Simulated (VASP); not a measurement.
# TiO2 (P4_2/mnm) in VASP: a series of runs, part 2 of 2

VASP 6.6.1. Earlier steps stand in the parts before.

### 4 Electric field gradients, LDA (10.51 Å³/atom)

This run uses another cell than the first one, of 10.51 Å³/atom.

INCAR

```
SYSTEM = TiO2
  PREC = Accurate
  ENCUT = 520
  EDIFF = 1E-8
  ISMEAR = -1
  SIGMA = 0.05
  LREAL = .False.
  LASPH = .True.
  NELM = 80
  ALGO = Normal
  ISIF = 2
  LWAVE = .False.
  LCHARG = .False.
  LEFG = .True.
  NBANDS = 33
```

KPOINTS

```
regular mesh
0
Gamma
  7 7 10
  0 0 0
```

POSCAR

```
TiO2
1.0
    4.6092625706      0.0000000000      0.0000000000
    0.0000000000      4.6092625706      0.0000000000
    0.0000000000      0.0000000000      2.9688306370
Ti O
2 4
Direct
    0.0000000000      0.0000000000      0.0000000000
    0.5000000000      0.5000000000      0.5000000000
    0.3060000000      0.3060000000      0.0000000000
    0.1940000000      0.8060000000      0.5000000000
    0.6940000000      0.6940000000      0.0000000000
    0.8060000000      0.1940000000      0.5000000000
```

Potentials or basis: VASP PAW LDA potentials, release 64 (Ti_sv, O).

On the command line:

```console
$ cat potpaw_LDA.64/Ti_sv/POTCAR potpaw_LDA.64/O/POTCAR > POTCAR
$ mpirun -np 1 vasp_std > vasp.out
```

OUTCAR:

```text
SYSTEM = TiO2
   PREC = Accurate
   ENCUT = 520
   EDIFF = 1E-8
   ISMEAR = -1
   LREAL = .False.
   LASPH = .True.
   NELM = 80
   ISIF = 2

 ion  position               nearest neighbor table
   1  0.000  0.000  0.000-   4 1.95   6 1.95   4 1.95   6 1.95   5 1.99   3 1.99
   2  0.500  0.500  0.500-   3 1.95   5 1.95   3 1.95   5 1.95   4 1.99   6 1.99
   3  0.306  0.306  0.000-   2 1.95   2 1.95   1 1.99
   4  0.194  0.806  0.500-   1 1.95   1 1.95   2 1.99
   5  0.694  0.694  0.000-   2 1.95   2 1.95   1 1.99
   6  0.806  0.194  0.500-   1 1.95   1 1.95   2 1.99

  LATTYP: Found a simple tetragonal cell.
 ALAT       =     4.6092625706
 C/A-ratio  =     0.6441010013

  Lattice vectors:

 A1 = (   4.6092625706,   0.0000000000,   0.0000000000)
 A2 = (   0.0000000000,   4.6092625706,   0.0000000000)
 A3 = (   0.0000000000,   0.0000000000,   2.9688306370)

Analysis of symmetry for initial positions (statically):
=====================================================================
 Subroutine PRICEL returns:
 Original cell was already a primitive cell.

 Routine SETGRP: Setting up the symmetry group for a
 simple tetragonal supercell.

 Subroutine GETGRP returns: Found 16 space group operations
 (whereof  8 operations were pure point group operations)
 out of a pool of 16 trial point group operations.

The static configuration has the point symmetry D_2h.
 The point group associated with its full space group is D_4h.

Analysis of symmetry for dynamics (positions and initial velocities):
=====================================================================
 Subroutine PRICEL returns:
 Original cell was already a primitive cell.
[... 1044 lines left out ...]
  Total       -3.0910556     -3.0910556     -4.4372355      0.0000000      0.0000000      0.0000000
  in kB      -78.5179716    -78.5179716   -112.7131903      0.0000000      0.0000000      0.0000000
  external PRESSURE =     -89.9163778 kB  Pullay stress =       0.0000000 kB

 VOLUME and BASIS-vectors are now :
 -----------------------------------------------------------------------------
  energy-cutoff  :      520.00
  volume of cell :       63.07
      direct lattice vectors                 reciprocal lattice vectors
     4.609262571  0.000000000  0.000000000     0.216954444  0.000000000  0.000000000
     0.000000000  4.609262571  0.000000000     0.000000000  0.216954444  0.000000000
     0.000000000  0.000000000  2.968830637     0.000000000  0.000000000  0.336832956

 POSITION                                       TOTAL-FORCE (eV/Angst)
 -----------------------------------------------------------------------------------
      0.00000      0.00000      0.00000         0.000000      0.000000      0.000000
      2.30463      2.30463      1.48442         0.000000      0.000000      0.000000
      1.41043      1.41043      0.00000        -0.055380     -0.055380      0.000000
      0.89420      3.71507      1.48442         0.055380     -0.055380      0.000000
      3.19883      3.19883      0.00000         0.055380      0.055380      0.000000
      3.71507      0.89420      1.48442        -0.055380      0.055380      0.000000
 -----------------------------------------------------------------------------------
    total drift:                               -0.000000      0.000000      0.000000

  FREE ENERGIE OF THE ION-ELECTRON SYSTEM (eV)
  ---------------------------------------------------
  free  energy   TOTEN  =       -58.7076619640 eV

  energy  without entropy=      -58.7076619630  energy(sigma->0) =      -58.70766196

 Electric field gradients (V/A^2)
---------------------------------------------------------------------
 ion       V_xx      V_yy      V_zz      V_xy      V_xz      V_yz
---------------------------------------------------------------------
   1      12.489    12.489   -24.978     7.296     0.000    -0.000
   2      12.489    12.489   -24.978    -7.296    -0.000    -0.000
   3       1.426     1.426    -2.852    18.573     0.000    -0.000
   4       1.426     1.426    -2.852   -18.573    -0.000     0.000
   5       1.426     1.426    -2.852    18.573    -0.000     0.000
   6       1.426     1.426    -2.852   -18.573     0.000     0.000
---------------------------------------------------------------------

 Electric field gradients after diagonalization (V/A^2)
 (convention: |V_zz| > |V_xx| > |V_yy|)
----------------------------------------------------------------------
 ion       V_xx      V_yy      V_zz     asymmetry (V_yy - V_xx)/ V_zz
----------------------------------------------------------------------
   1      19.785     5.193   -24.978       0.584
   2      19.785     5.193   -24.978       0.584
   3     -17.147    -2.852    19.999       0.715
   4     -17.147    -2.852    19.999       0.715
   5     -17.147    -2.852    19.999       0.715
   6     -17.147    -2.852    19.999       0.715
----------------------------------------------------------------------

           NMR quadrupolar parameters

 Cq : quadrupolar parameter    Cq=e*Q*V_zz/h
 eta: asymmetry parameters     (V_yy - V_xx)/ V_zz
 Q  : nuclear electric quadrupole moment in mb (millibarn)
----------------------------------------------------------------------
 ion       Cq(MHz)       eta       Q (mb)
----------------------------------------------------------------------
   1      -0.060       0.584       1.000
   2      -0.060       0.584       1.000
   3       0.048       0.715       1.000
   4       0.048       0.715       1.000
   5       0.048       0.715       1.000
   6       0.048       0.715       1.000
----------------------------------------------------------------------
```

OSZICAR:

```text
N       E                     dE             d eps       ncg     rms          rms(c)
DAV:   1     0.641354972018E+03    0.64135E+03   -0.24165E+04  3960   0.170E+03
DAV:   2     0.191442010575E+02   -0.62221E+03   -0.57651E+03  4289   0.509E+02
DAV:   3    -0.710218775941E+02   -0.90166E+02   -0.88282E+02  5313   0.186E+02
[... 11 lines left out ...]
DAV:  15    -0.587076612849E+02    0.44396E-04   -0.14406E-04  5855   0.100E-01    0.402E-03
DAV:  16    -0.587076621128E+02   -0.82791E-06   -0.12950E-05  4840   0.233E-02    0.498E-03
DAV:  17    -0.587076620091E+02    0.10365E-06   -0.48680E-07  5942   0.575E-03    0.226E-03
DAV:  18    -0.587076619715E+02    0.37685E-07   -0.40631E-07  4669   0.334E-03    0.789E-04
DAV:  19    -0.587076619640E+02    0.75006E-08   -0.39477E-08  3683   0.131E-03
   1 F= -.58707662E+02 E0= -.58707662E+02  d E =-.926624E-09
```

stdout:

```text
POSCAR found type information on POSCAR TiO
 POSCAR found :  2 types and       6 ions
 scaLAPACK will be used
 LDA part: xc-table for (Slater(with rela. corr.)+CA(PZ))
 , standard interpolation
 POSCAR, INCAR and KPOINTS ok, starting setup
 FFT: planning ... GRIDC
 FFT: planning ... GRID_SOFT
 FFT: planning ... GRID
 WAVECAR not read
 entering main loop
ion   1

ion   2

ion   3

ion   4

ion   5

ion   6
```

Wall time 3.4 min (1 thread of Intel Xeon 8259CL, shared host); peak memory 0.22 GiB.

What came out:

```
Free energy                             : -58.7077 eV
Pressure                                : -9.0 GPa
Largest force                           : 0.078 eV/Å
Band gap on the k mesh                  : 1.80 eV
Largest electric field gradient by atom : Ti -25.0; O +20.0 V/Å²
```

Forces in eV/Å, atoms in the order of the input:
```
Ti   0.000  0.000  0.000
Ti   0.000  0.000  0.000
O   -0.055 -0.055  0.000
O    0.055 -0.055  0.000
O    0.055  0.055  0.000
O   -0.055  0.055  0.000
```

Levels at points of the mesh, in eV from the valence-band top:
| k point | band 21 | band 22 | band 23 | band 24 | band 25 | band 26 | band 27 | band 28 |
| --- | --- | --- | --- | --- | --- | --- | --- | --- |
| (0.00, 0.00, 0.00) | -0.69 | -0.43 | -0.43 | 0.00 | 1.80 | 2.11 | 2.34 | 2.41 |
| (0.00, 0.00, 0.50) | -2.37 | -2.37 | -1.43 | -1.43 | 2.88 | 2.88 | 3.06 | 3.06 |

Electric field gradients, principal values (V/Å²):
| atom | least | middle | greatest (by size) |
| --- | --- | --- | --- |
| 1 Ti | 5.193 | 19.785 | -24.978 |
| 2 Ti | 5.193 | 19.785 | -24.978 |
| 3 O | -2.852 | -17.147 | 19.999 |
| 4 O | -2.852 | -17.147 | 19.999 |
| 5 O | -2.852 | -17.147 | 19.999 |
| 6 O | -2.852 | -17.147 | 19.999 |

Caveat: the cell stands under tension; without QUAD_EFG the Cq values of the log hold for a quadrupole moment of 1 mb, not for the nuclei. A k mesh can miss the band edges.
